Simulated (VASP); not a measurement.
# GaN (P6_3mc) in VASP: single point with PBE

Aim: the single point of GaN with PBE.

Everything below comes from runs of VASP 6.6.1. Logs are shortened: lines on timing, memory, paths and dates and some standing lists are left out, and cuts for length are marked.

## 1. The cell of the first run

Symmetry: P6_3mc, No. 186, hexagonal system. The conventional cell has a = 3.212 Å, b = 3.212 Å, c = 10.357 Å, α = 90.00°, β = 90.00°, γ = 120.00°. Ga (site symmetry 3m) has 4 N at 1.95 to 2.00 Å within 2.6 Å. Within 2.6 Å of Ga (site symmetry 3m) lie 3 N at 1.94 Å. Within 2.6 Å of N (site symmetry 3m) lie 3 Ga at 1.95 Å. N (site symmetry 3m) has 4 Ga at 1.94 to 2.00 Å within 2.6 Å.

## 2. Single point, PBE

INCAR

```
PREC = Accurate ; ENCUT = 600
EDIFF = 1E-6 ; ISMEAR = 0
SIGMA = 0.01 ; LREAL = F
LASPH = T ; NELM = 120
ALGO = Normal ; ISIF = 2
LWAVE = F ; LCHARG = F
GGA = PE ; NBANDS = 46
GGA_COMPAT = F
```

KPOINTS

```
Automatic mesh
0
Gamma
  12 12 2
```

POSCAR

```
GaN
1.0
    3.2115380000      0.0000000000      0.0000000000
   -1.6057690000      2.7812730000      0.0000000000
    0.0000000000      0.0000000000     10.3568400000
Ga N
4 4
Direct
    0.0000000000      0.0000000000      0.2858680000
    0.3333333333      0.6666666667      0.5373490000
    0.6666666667      0.3333333333      0.0373490000
    0.0000000000      0.0000000000      0.7858680000
    0.3333333333      0.6666666667      0.8437450000
    0.0000000000      0.0000000000      0.5930380000
    0.6666666667      0.3333333333      0.3437450000
    0.0000000000      0.0000000000      0.0930380000
```

Potentials or basis: VASP PAW PBE potentials, release 64 (Ga_d, N).

Run with:

```console
$ cat potpaw_PBE.64/Ga_d/POTCAR potpaw_PBE.64/N/POTCAR > POTCAR
$ mpirun -np 1 vasp_std > vasp.out
```

OUTCAR:

```text
PREC = Accurate
   ENCUT = 600
   EDIFF = 1E-6
   ISMEAR = 0
   LREAL = F
   LASPH = T
   NELM = 120
   ISIF = 2
   GGA = PE

 ion  position               nearest neighbor table
   1  0.000  0.000  0.286-   7 1.95   7 1.95   7 1.95   8 2.00
   2  0.333  0.667  0.537-   6 1.94   6 1.94   6 1.94
   3  0.667  0.333  0.037-   8 1.94   8 1.94   8 1.94
   4  0.000  0.000  0.786-   5 1.95   5 1.95   5 1.95   6 2.00
   5  0.333  0.667  0.844-   4 1.95   4 1.95   4 1.95
   6  0.000  0.000  0.593-   2 1.94   2 1.94   2 1.94   4 2.00
   7  0.667  0.333  0.344-   1 1.95   1 1.95   1 1.95
   8  0.000  0.000  0.093-   3 1.94   3 1.94   3 1.94   1 2.00

  LATTYP: Found a hexagonal cell.
 ALAT       =     3.2115380000
 C/A-ratio  =     3.2248847748

  Lattice vectors:

 A1 = (   3.2115380000,   0.0000000000,   0.0000000000)
 A2 = (  -1.6057690000,   2.7812730000,   0.0000000000)
 A3 = (   0.0000000000,   0.0000000000,  10.3568400000)

Analysis of symmetry for initial positions (statically):
=====================================================================
 Subroutine PRICEL returns:
 Original cell was already a primitive cell.

 Routine SETGRP: Setting up the symmetry group for a
 hexagonal supercell.

 Subroutine GETGRP returns: Found 12 space group operations
 (whereof  6 operations were pure point group operations)
 out of a pool of 24 trial point group operations.

The static configuration has the point symmetry C_3v.
 The point group associated with its full space group is C_6v.

Analysis of symmetry for dynamics (positions and initial velocities):
=====================================================================
 Subroutine PRICEL returns:
 Original cell was already a primitive cell.

 Routine SETGRP: Setting up the symmetry group for a
 hexagonal supercell.

 Subroutine GETGRP returns: Found 12 space group operations
 (whereof  6 operations were pure point group operations)
 out of a pool of 24 trial point group operations.

The dynamic configuration has the point symmetry C_3v.
 The point group associated with its full space group is C_6v.

 Subroutine INISYM returns: Found 12 space group operations
 (whereof  6 operations are pure point group operations),
 and found     1 'primitive' translations

----------------------------------------------------------------------------------------

                                     Primitive cell

  volume of cell :      92.5090

  direct lattice vectors                    reciprocal lattice vectors
     3.211538000  0.000000000  0.000000000     0.311377290  0.179773794  0.000000000
    -1.605769000  2.781273000  0.000000000     0.000000000  0.359547588  0.000000000
     0.000000000  0.000000000 10.356840000     0.000000000  0.000000000  0.096554548

  length of vectors
     3.211538000  3.211537573 10.356840000     0.359547541  0.359547588  0.096554548

  position of ions in fractional coordinates (direct lattice)
     0.000000000  0.000000000  0.285868000
     0.333333333  0.666666667  0.537349000
     0.666666667  0.333333333  0.037349000
     0.000000000  0.000000000  0.785868000
     0.333333333  0.666666667  0.843745000
     0.000000000  0.000000000  0.593038000
     0.666666667  0.333333333  0.343745000
     0.000000000  0.000000000  0.093038000

  ion indices of the primitive-cell ions
   primitive index   ion index
                 1           1
                 2           2
                 3           3
                 4           4
                 5           5
                 6           6
                 7           7
                 8           8

----------------------------------------------------------------------------------------

 KPOINTS: Automatic mesh

Automatic generation of k-mesh.
 Grid dimensions read from file:
 generate k-points for:   12   12    2

 Generating k-lattice:

  Cartesian coordinates                     Fractional coordinates (reciprocal lattice)
     0.025948108  0.014981150  0.000000000     0.083333333  0.000000000  0.000000000
     0.000000000  0.029962299  0.000000000     0.000000000  0.083333333  0.000000000
     0.000000000  0.000000000  0.048277274     0.000000000  0.000000000  0.500000000

  Length of vectors
     0.029962295  0.029962299  0.048277274

  Shift w.r.t. Gamma in fractional coordinates (k-lattice)
     0.000000000  0.000000000  0.000000000

 Subroutine IBZKPT returns following result:
 ===========================================

 Found     38 irreducible k-points:

 Following reciprocal coordinates:
            Coordinates               Weight
  0.000000  0.000000  0.000000      1.000000
  0.083333 -0.000000  0.000000      6.000000
  0.166667 -0.000000  0.000000      6.000000
  0.250000 -0.000000  0.000000      6.000000
  0.333333 -0.000000  0.000000      6.000000
  0.416667 -0.000000  0.000000      6.000000
[... 16 lines left out ...]
  0.250000 -0.000000  0.500000      6.000000
  0.333333 -0.000000  0.500000      6.000000
 [... further k-points ...]
   k-points           NKPTS =     38   k-points in BZ     NKDIM =     38   number of bands    NBANDS=     46
   number of dos      NEDOS =    301   number of ions     NIONS =      8
   total plane-waves  NPLWV =  65856
   dimension x,y,z NGX =    28 NGY =   28 NGZ =   84
   dimension x,y,z NGXF=    56 NGYF=   56 NGZF=  168
   ions per type =               4   4
   NGX,Y,Z   is equivalent  to a cutoff of  14.49, 14.49, 13.48 a.u.
   NGXF,Y,Z  is equivalent  to a cutoff of  28.99, 28.99, 26.97 a.u.
 SYSTEM =  unknown system
   PREC   = accura    normal or accurate (medium, high low for compatibility)
   ISTART =      0    job   : 0-new  1-cont  2-samecut
   ICHARG =      2    charge: 1-file 2-atom 10-const
   ISPIN  =      1    spin polarized calculation?
   LNONCOLLINEAR =      F non collinear calculations
   LSORBIT =      F    spin-orbit coupling
   LASPH  =      T    aspherical Exc in radial PAW
   ENCUT  =  600.0 eV  44.10 Ry    6.64 a.u.   6.41  6.41 20.69*2*pi/ulx,y,z
   NELM   =    120;   NELMIN=  2; NELMDL= -5     # of ELM steps
   EDIFF  = 0.1E-05   stopping-criterion for ELM
   LREAL  =      F    real-space projection
   EDIFFG = 0.1E-04   stopping-criterion for IOM
   NSW    =      0    number of steps for IOM
   IBRION =     -1    ionic relax: 0-MD 1-quasi-New 2-CG
   NFREE  =      0    steps in history (QN), initial steepest desc. (CG)
   ISIF   =      2    stress and relaxation
   ISYM   =      2    0-nonsym 1-usesym 2-fastsym
   POTIM  = 0.5000    time-step for ionic-motion
   TEBEG  =    0.0;   TEEND  =   0.0 temperature during run
   PSTRESS=    0.0 pullay stress
   NELECT =      72.0000    total number of electrons
   NUPDOWN=      -1.0000    fix difference up-down
   EMIN   =  10.00;   EMAX   =-10.00  energy-range for DOS
   EFERMI =   0.00;   METHOD = LEGACY
   ISMEAR =     0;   SIGMA  =   0.01  broadening in eV -4-tet -1-fermi 0-gaus
   EFERMI_NEDOS =   21; number of points for ismear=-14 and -15
   IALGO  =     38    algorithm
   IMIX   =      4    mixing-type and parameters
     AMIX     =   0.40;   BMIX     =  1.00
     AMIX_MAG =   1.60;   BMIX_MAG =  1.00
  volume/ion in A,a.u.               =      11.56        78.04
  Fermi-wavevector in a.u.,A,eV,Ry     =   1.505882  2.845705 30.853678  2.267681
  Thomas-Fermi vector in A             =   2.616673
   LORBIT       =      0    0 simple, 1 ext, 2 COOP (PROOUT), +10 PAW based schemes
   GGA     = PE    functional components
   LHFCALC =     F    Hartree Fock is set to
   AEXX    =    0.0000 exact exchange contribution
   IVDW    =     0    specifies the selected vdW correction
   LEPSILON=     F    determine dielectric tensor
   LRPA    =     F    only Hartree local field effects (RPA)
 non-spin polarized calculation
 Gauss-broadening in eV      SIGMA  =   0.01
  energy-cutoff  :      600.00
  volume of cell :       92.51
 maximum number of plane-waves:      3120
 NGX is ok and might be reduce to    28
   NGX = 13   NGY = 13   NGZ = 41

 number of electron      71.9999983 magnetization

 Free energy of the ion-electron system (eV)
  ---------------------------------------------------
  ext. energy  EPLUGINS =         0.00000000
  ---------------------------------------------------
  free energy    TOTEN  =       -46.35600262 eV

  energy without entropy =      -46.35600262  energy(sigma->0) =      -46.35600262

 E-fermi :   5.7709     XC(G=0): -11.7103

 val. band max:        5.6770193990   @ k =   0.0000   0.0000   0.0000
 cond. band min:       6.4922970373   @ k =   0.0000   0.0000   0.0000
 fundamental gap:      0.8152776384
 Fermi energy:         5.7709233889

 k-point     1 :       0.0000    0.0000    0.0000
  band No.  band energies     occupation
      1     -10.7107      2.00000
      2     -10.4211      2.00000
      3      -9.6206      2.00000
      4      -9.5228      2.00000
      5      -8.6987      2.00000
      6      -8.6987      2.00000
[... 38 lines left out ...]
     45      14.2842      0.00000
     46      15.0031      0.00000

 k-point     2 :       0.0833   -0.0000    0.0000
  band No.  band energies     occupation
      1     -10.6487      2.00000
      2     -10.3802      2.00000
      3      -9.5778      2.00000
      4      -9.5015      2.00000
      5      -8.7080      2.00000
      6      -8.7078      2.00000
[... 38 lines left out ...]
     45      14.5175      0.00000
     46      14.8182      0.00000

 k-point     3 :       0.1667   -0.0000    0.0000
  band No.  band energies     occupation
      1     -10.4859      2.00000
      2     -10.2767      2.00000
      3      -9.4713      2.00000
      4      -9.4438      2.00000
      5      -8.7181      2.00000
      6      -8.7150      2.00000
[... 1018 lines left out ...]
     45      14.3431      0.00000
     46      14.3431      0.00000

 k-point    24 :       0.3333   -0.0000    0.5000
  band No.  band energies     occupation
      1     -10.1086      2.00000
      2     -10.1086      2.00000
      3      -9.2718      2.00000
      4      -9.2718      2.00000
      5      -8.6932      2.00000
      6      -8.6932      2.00000
[... 38 lines left out ...]
     45      14.7999      0.00000
     46      14.7999      0.00000

 [... further k-points ...]

------------------------ aborting loop because EDIFF is reached ----------------------------------------

  FORCE on cell =-STRESS in cart. coord.  units (eV):
  Direction    XX          YY          ZZ          XY          YZ          ZX
  --------------------------------------------------------------------------------------
  -------------------------------------------------------------------------------------
  Total       -1.5795803     -1.5795798      2.7739988      0.0000000      0.0000000      0.0000000
  in kB      -27.3569922    -27.3569825     48.0433071      0.0000000      0.0000000      0.0000000
  external PRESSURE =      -2.2235558 kB  Pullay stress =       0.0000000 kB

 VOLUME and BASIS-vectors are now :
 -----------------------------------------------------------------------------
  energy-cutoff  :      600.00
  volume of cell :       92.51
      direct lattice vectors                 reciprocal lattice vectors
     3.211538000  0.000000000  0.000000000     0.311377290  0.179773794  0.000000000
    -1.605769000  2.781273000  0.000000000     0.000000000  0.359547588  0.000000000
     0.000000000  0.000000000 10.356840000     0.000000000  0.000000000  0.096554548

 POSITION                                       TOTAL-FORCE (eV/Angst)
 -----------------------------------------------------------------------------------
      0.00000      0.00000      2.96069        -0.000000     -0.000000      0.022431
     -0.00000      1.85418      5.56524         0.000000      0.000000     -0.142461
      1.60577      0.92709      0.38682        -0.000000     -0.000000     -0.142461
      0.00000      0.00000      8.13911         0.000000      0.000000      0.022431
     -0.00000      1.85418      8.73853         0.000000     -0.000000      0.332076
      0.00000      0.00000      6.14200         0.000000      0.000000     -0.212046
      1.60577      0.92709      3.56011        -0.000000      0.000000      0.332076
      0.00000      0.00000      0.96358         0.000000     -0.000000     -0.212046
 -----------------------------------------------------------------------------------
    total drift:                                0.000000      0.000000      0.000883

  FREE ENERGIE OF THE ION-ELECTRON SYSTEM (eV)
  ---------------------------------------------------
  free  energy   TOTEN  =       -46.3560026152 eV

  energy  without entropy=      -46.3560026152  energy(sigma->0) =      -46.35600262
```

It took 5.5 min on 1 thread of AMD EPYC 7R43 (Zen 3), shared host; peak memory 0.3 GiB.

What came out:

```yaml
Free_energy: -46.3560 eV
Pressure: -0.2 GPa
Largest_force: 0.332 eV/Å
Band_gap_on_the_k_mesh: 0.82 eV
```

Forces on the atoms (eV/Å):
```
Ga   0.000  0.000  0.022
Ga   0.000  0.000 -0.142
Ga   0.000  0.000 -0.142
Ga   0.000  0.000  0.022
N    0.000  0.000  0.332
N    0.000  0.000 -0.212
N    0.000  0.000  0.332
N    0.000  0.000 -0.212
```

Stress tensor (GPa, compression positive):
```
-2.74  0.00  0.00
 0.00 -2.74  0.00
 0.00  0.00  4.80
```
